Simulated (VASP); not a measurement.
# Mn3Sn (Fm-3m) in VASP: single point with PBEsol

Aim: the single point of Mn3Sn with PBEsol.

All numbers are computed with VASP 6.6.1; they aren't measurements. Logs are shortened: lines on timing, memory, paths and dates and some standing lists are left out, and cuts for length are marked.

## 1. The cell of the first run

The structure is cubic, space group Fm-3m (No. 225). The conventional cell has a = 5.909 Å, b = 5.909 Å, c = 5.909 Å, α = 90.00°, β = 90.00°, γ = 90.00°. Within 3.4 Å of Mn (site symmetry -43m) lie 10 Mn at 2.56 to 2.95 Å and 4 Sn at 2.56 Å. Within 3.4 Å of Mn (site symmetry m-3m) lie 8 Mn at 2.56 Å and 6 Sn at 2.95 Å. Sn (site symmetry m-3m) has 14 Mn at 2.56 to 2.95 Å within 3.4 Å.

## 2. Single point, PBEsol, collinear spin, ferromagnetic start (strained)

INCAR

```
SYSTEM = Mn3Sn
PREC = Accurate ; ENCUT = 540
EDIFF = 1E-6 ; ISMEAR = 0
SIGMA = 0.1 ; LREAL = .False.
LASPH = .True. ; NELM = 300
ALGO = All ; ISIF = 2
LWAVE = .False. ; LCHARG = .False.
ISPIN = 2 ; MAGMOM = 4 4 4 0
LORBIT = 11 ; LMAXMIX = 4
GGA = PS ; NBANDS = 38
GGA_COMPAT = .False. ; ISEARCH = 1
KPAR = 4
```

KPOINTS

```
Automatic mesh
0
Gamma
  12 12 12
  0 0 0
```

POSCAR

```
Mn3Sn
1.0
    0.0000000000      2.9545722334      2.9545722334
    2.9545722334      0.0000000000      2.9545722334
    2.9545722334      2.9545722334      0.0000000000
Mn Sn
3 1
Direct
    0.7500000000      0.7500000000      0.7500000000
    0.2500000000      0.2500000000      0.2500000000
    0.5000000000      0.5000000000      0.5000000000
    0.0000000000      0.0000000000      0.0000000000
```

Potentials or basis: VASP PAW PBE potentials, release 64 (Mn_pv, Sn_d).

Command:

```sh
$ cat potpaw_PBE.64/Mn_pv/POTCAR potpaw_PBE.64/Sn_d/POTCAR > POTCAR
$ mpirun -np 4 vasp_std > vasp.out
```

OUTCAR:

```text
SYSTEM = Mn3Sn
   PREC = Accurate
   ENCUT = 540
   EDIFF = 1E-6
   ISMEAR = 0
   LREAL = .False.
   LASPH = .True.
   NELM = 300
   ISIF = 2
   ISPIN = 2
   LORBIT = 11
   GGA = PS

 ion  position               nearest neighbor table
   1  0.750  0.750  0.750-   3 2.56   3 2.56   3 2.56   4 2.56   4 2.56   4 2.56   4 2.56   3 2.56
                             2 2.95   2 2.95   2 2.95   2 2.95   2 2.95   2 2.95
   2  0.250  0.250  0.250-   4 2.56   4 2.56   4 2.56   3 2.56   3 2.56   3 2.56   4 2.56   3 2.56
                             1 2.95   1 2.95   1 2.95   1 2.95   1 2.95   1 2.95
   3  0.500  0.500  0.500-   2 2.56   2 2.56   2 2.56   1 2.56   1 2.56   1 2.56   2 2.56   1 2.56
                             4 2.95   4 2.95   4 2.95   4 2.95   4 2.95   4 2.95
   4  0.000  0.000  0.000-   1 2.56   1 2.56   1 2.56   2 2.56   2 2.56   2 2.56   2 2.56   1 2.56
                             3 2.95   3 2.95   3 2.95   3 2.95   3 2.95   3 2.95

  LATTYP: Found a face centered cubic cell.
 ALAT       =     5.9091444668

  Lattice vectors:

 A1 = (   0.0000000000,   2.9545722334,   2.9545722334)
 A2 = (   2.9545722334,   0.0000000000,   2.9545722334)
 A3 = (   2.9545722334,   2.9545722334,   0.0000000000)

Analysis of symmetry for initial positions (statically):
=====================================================================
 Subroutine PRICEL returns:
 Original cell was already a primitive cell.

 Routine SETGRP: Setting up the symmetry group for a
 face centered cubic supercell.

 Subroutine GETGRP returns: Found 48 space group operations
 (whereof 48 operations were pure point group operations)
 out of a pool of 48 trial point group operations.

The static configuration has the point symmetry O_h .

Analysis of symmetry for dynamics (positions and initial velocities):
=====================================================================
 Subroutine PRICEL returns:
 Original cell was already a primitive cell.

 Routine SETGRP: Setting up the symmetry group for a
 face centered cubic supercell.

 Subroutine GETGRP returns: Found 48 space group operations
 (whereof 48 operations were pure point group operations)
 out of a pool of 48 trial point group operations.

The dynamic configuration has the point symmetry O_h .

Analysis of structural, dynamic, and magnetic symmetry:
=====================================================================
 Subroutine PRICEL returns:
 Original cell was already a primitive cell.

 Routine SETGRP: Setting up the symmetry group for a
 face centered cubic supercell.

 Subroutine GETGRP returns: Found 48 space group operations
 (whereof 48 operations were pure point group operations)
 out of a pool of 48 trial point group operations.

The overall configuration has the point symmetry O_h .

 Subroutine INISYM returns: Found 48 space group operations
 (whereof 48 operations are pure point group operations),
 and found     1 'primitive' translations

----------------------------------------------------------------------------------------

                                     Primitive cell

  volume of cell :      51.5839

  direct lattice vectors                    reciprocal lattice vectors
     0.000000000  2.954572233  2.954572233    -0.169229235  0.169229235  0.169229235
     2.954572233  0.000000000  2.954572233     0.169229235 -0.169229235  0.169229235
     2.954572233  2.954572233  0.000000000     0.169229235  0.169229235 -0.169229235

  length of vectors
     4.178396123  4.178396123  4.178396123     0.293113634  0.293113634  0.293113634

  position of ions in fractional coordinates (direct lattice)
     0.750000000  0.750000000  0.750000000
     0.250000000  0.250000000  0.250000000
     0.500000000  0.500000000  0.500000000
     0.000000000  0.000000000  0.000000000

  ion indices of the primitive-cell ions
   primitive index   ion index
                 1           1
                 2           2
                 3           3
                 4           4

----------------------------------------------------------------------------------------

 KPOINTS: Automatic mesh

Automatic generation of k-mesh.
 Grid dimensions read from file:
 generate k-points for:   12   12   12

 Generating k-lattice:

  Cartesian coordinates                     Fractional coordinates (reciprocal lattice)
    -0.014102436  0.014102436  0.014102436     0.083333333  0.000000000  0.000000000
     0.014102436 -0.014102436  0.014102436     0.000000000  0.083333333  0.000000000
     0.014102436  0.014102436 -0.014102436     0.000000000  0.000000000  0.083333333

  Length of vectors
     0.024426136  0.024426136  0.024426136

  Shift w.r.t. Gamma in fractional coordinates (k-lattice)
     0.000000000  0.000000000  0.000000000

 Subroutine IBZKPT returns following result:
 ===========================================

 Found     72 irreducible k-points:

 Following reciprocal coordinates:
            Coordinates               Weight
  0.000000  0.000000  0.000000      1.000000
  0.083333  0.000000  0.000000      8.000000
  0.166667  0.000000  0.000000      8.000000
  0.250000  0.000000  0.000000      8.000000
  0.333333  0.000000  0.000000      8.000000
  0.416667  0.000000  0.000000      8.000000
[... 16 lines left out ...]
  0.500000  0.166667  0.000000     24.000000
 -0.416667  0.166667  0.000000     24.000000
 [... further k-points ...]
   k-points           NKPTS =     72   k-points in BZ     NKDIM =     72   number of bands    NBANDS=     38
   number of dos      NEDOS =    301   number of ions     NIONS =      4
   total plane-waves  NPLWV =  32768
   dimension x,y,z NGX =    32 NGY =   32 NGZ =   32
   dimension x,y,z NGXF=    64 NGYF=   64 NGZF=   64
   ions per type =               3   1
   NGX,Y,Z   is equivalent  to a cutoff of  12.73, 12.73, 12.73 a.u.
   NGXF,Y,Z  is equivalent  to a cutoff of  25.46, 25.46, 25.46 a.u.
 SYSTEM =  Mn3Sn
   PREC   = accura    normal or accurate (medium, high low for compatibility)
   ISTART =      0    job   : 0-new  1-cont  2-samecut
   ICHARG =      2    charge: 1-file 2-atom 10-const
   ISPIN  =      2    spin polarized calculation?
   LNONCOLLINEAR =      F non collinear calculations
   LSORBIT =      F    spin-orbit coupling
   LASPH  =      T    aspherical Exc in radial PAW
   ENCUT  =  540.0 eV  39.69 Ry    6.30 a.u.   7.92  7.92  7.92*2*pi/ulx,y,z
   NELM   =    300;   NELMIN=  2; NELMDL= -5     # of ELM steps
   EDIFF  = 0.1E-05   stopping-criterion for ELM
   LREAL  =      F    real-space projection
[... 7 lines left out ...]
   TEBEG  =    0.0;   TEEND  =   0.0 temperature during run
   PSTRESS=    0.0 pullay stress
   NELECT =      53.0000    total number of electrons
   NUPDOWN=      -1.0000    fix difference up-down
   EMIN   =  10.00;   EMAX   =-10.00  energy-range for DOS
   EFERMI =   0.00;   METHOD = LEGACY
   ISMEAR =     0;   SIGMA  =   0.10  broadening in eV -4-tet -1-fermi 0-gaus
   EFERMI_NEDOS =   21; number of points for ismear=-14 and -15
   IALGO  =     58    algorithm
   IMIX   =      4    mixing-type and parameters
     AMIX     =   0.40;   BMIX     =  1.00
     AMIX_MAG =   1.60;   BMIX_MAG =  1.00
  volume/ion in A,a.u.               =      12.90        87.03
  Fermi-wavevector in a.u.,A,eV,Ry     =   1.651945  3.121723 37.129229  2.728921
  Thomas-Fermi vector in A             =   2.740638
   LORBIT       =     11    0 simple, 1 ext, 2 COOP (PROOUT), +10 PAW based schemes
   GGA     = PS    functional components
   LHFCALC =     F    Hartree Fock is set to
   AEXX    =    0.0000 exact exchange contribution
   IVDW    =     0    specifies the selected vdW correction
   LEPSILON=     F    determine dielectric tensor
   LRPA    =     F    only Hartree local field effects (RPA)
 spin polarized calculation
 Gauss-broadening in eV      SIGMA  =   0.10
  energy-cutoff  :      540.00
  volume of cell :       51.58
 maximum number of plane-waves:      1484
   NGX = 15   NGY = 15   NGZ = 15

 number of electron      53.0000000 magnetization      12.0000000

 number of electron      52.9999990 magnetization       1.0148176

 Free energy of the ion-electron system (eV)
  ---------------------------------------------------
  ext. energy  EPLUGINS =         0.00000000
  ---------------------------------------------------
  free energy    TOTEN  =       -32.82649745 eV

  energy without entropy =      -32.80908307  energy(sigma->0) =      -32.81779026

 E-fermi :  11.2257     XC(G=0): -13.4448

 val. band max:       11.2143191393   @ k =  -0.3333   0.0833   0.0000
 cond. band min:      11.2261289486   @ k =  -0.3333   0.3333   0.0000
 fundamental gap:      0.0118098094
 Fermi energy:        11.2256557863

 spin component 1

 k-point     1 :       0.0000    0.0000    0.0000
  band No.  band energies     occupation
      1     -38.1124      1.00000
      2     -38.1124      1.00000
      3     -38.1124      1.00000
      4     -35.9475      1.00000
      5     -35.9475      1.00000
      6     -35.9475      1.00000
[... 30 lines left out ...]
     37      17.2604      0.00000
     38      19.0517      0.00000
[... 941 lines left out ...]
     37      20.6063      0.00000
     38      21.9958      0.00000

 [... further k-points ...]

 spin component 2

 k-point     1 :       0.0000    0.0000    0.0000
  band No.  band energies     occupation
      1     -36.9156      1.00000
      2     -36.9156      1.00000
      3     -36.9156      1.00000
      4     -36.8629      1.00000
      5     -36.8629      1.00000
      6     -36.8629      1.00000
[... 30 lines left out ...]
     37      17.8424      0.00000
     38      19.1874      0.00000
[... 941 lines left out ...]
     37      20.8908      0.00000
     38      22.0725      0.00000

 [... further k-points ...]
[... 5 lines left out ...]
  --------------------------------------------------------------------------------------
  -------------------------------------------------------------------------------------
  Total        1.0510634      1.0510634      1.0510634      0.0000000     -0.0000000      0.0000000
  in kB       32.6456760     32.6456760     32.6456760      0.0000000     -0.0000000      0.0000000
  external PRESSURE =      32.6456760 kB  Pullay stress =       0.0000000 kB

 VOLUME and BASIS-vectors are now :
 -----------------------------------------------------------------------------
  energy-cutoff  :      540.00
  volume of cell :       51.58
      direct lattice vectors                 reciprocal lattice vectors
     0.000000000  2.954572233  2.954572233    -0.169229235  0.169229235  0.169229235
     2.954572233  0.000000000  2.954572233     0.169229235 -0.169229235  0.169229235
     2.954572233  2.954572233  0.000000000     0.169229235  0.169229235 -0.169229235

 POSITION                                       TOTAL-FORCE (eV/Angst)
 -----------------------------------------------------------------------------------
      4.43186      4.43186      4.43186         0.000000      0.000000     -0.000000
      1.47729      1.47729      1.47729        -0.000000     -0.000000     -0.000000
      2.95457      2.95457      2.95457         0.000000      0.000000      0.000000
      0.00000      0.00000      0.00000         0.000000      0.000000      0.000000
 -----------------------------------------------------------------------------------
    total drift:                                0.000000     -0.000000      0.000000

  FREE ENERGIE OF THE ION-ELECTRON SYSTEM (eV)
  ---------------------------------------------------
  free  energy   TOTEN  =       -32.8264974486 eV

  energy  without entropy=      -32.8090749093  energy(sigma->0) =      -32.81778618

 total charge

# of ion       s       p       d       tot
------------------------------------------
    1        0.321   6.324   5.255  11.900
    2        0.321   6.324   5.255  11.900
    3        0.359   6.324   5.050  11.733
    4        1.101   1.529  10.150  12.781
--------------------------------------------------
tot          2.103  20.502  25.710  48.315

 magnetization (x)

# of ion       s       p       d       tot
------------------------------------------
    1       -0.009  -0.014  -0.942  -0.965
    2       -0.009  -0.014  -0.942  -0.965
    3        0.032   0.036   2.797   2.865
    4        0.025   0.028  -0.020   0.033
--------------------------------------------------
tot          0.038   0.035   0.894   0.967
```

It took 6.8 min on 4 MPI ranks of Intel Xeon Platinum 8259CL at 2.50GHz (Skylake/Cascade Lake), shared host; peak memory 0.61 GiB.

Results:

| Property | Result |
| --- | --- |
| Free energy | -32.8265 eV |
| Pressure | 3.3 GPa |
| Band gap on the k mesh | zero (filled and empty bands overlap) |
| Net moment | 1.01 μB per cell |
| Site moments | Mn -0.96, +2.87 (each value once); Sn +0.03 μB |
| Valence electrons inside the program's atomic spheres | Mn 11.90, 11.73 (each value once); Sn 12.78 |

Levels at points of the mesh, in eV from the Fermi level:
Spin up:
| k point | band 23 | band 24 | band 25 | band 26 | band 27 | band 28 | band 29 | band 30 | band 31 | band 32 |
| --- | --- | --- | --- | --- | --- | --- | --- | --- | --- | --- |
| (0.00, 0.00, 0.00) | -2.68 | -0.35 | -0.35 | 0.82 | 0.82 | 0.82 | 1.07 | 1.07 | 3.82 | 5.24 |
| (0.50, 0.00, 0.00) | -1.37 | -0.46 | -0.46 | -0.32 | -0.30 | -0.30 | 0.33 | 0.33 | 0.56 | 4.56 |
| (0.50, 0.50, 0.00) | -2.28 | -1.69 | -1.23 | -0.38 | -0.38 | -0.04 | 0.61 | 0.83 | 0.83 | 1.02 |
Spin down:
```
           k point  band 24  band 25  band 26  band 27  band 28  band 29
(0.00, 0.00, 0.00)     0.13     0.13     0.13     0.45     0.45     1.63
(0.50, 0.00, 0.00)    -1.10    -1.10    -1.09     0.76     0.76     1.30
(0.50, 0.50, 0.00)    -1.13    -1.13    -0.48     0.41     0.67     0.70
```

Caveat: the cell differs from its parent crystal (strained); the cell stands under pressure; the PAW data sets were made with another functional, which shifts forces and pressure a little; spin-orbit coupling is left out, which moves the levels of the heavy elements.
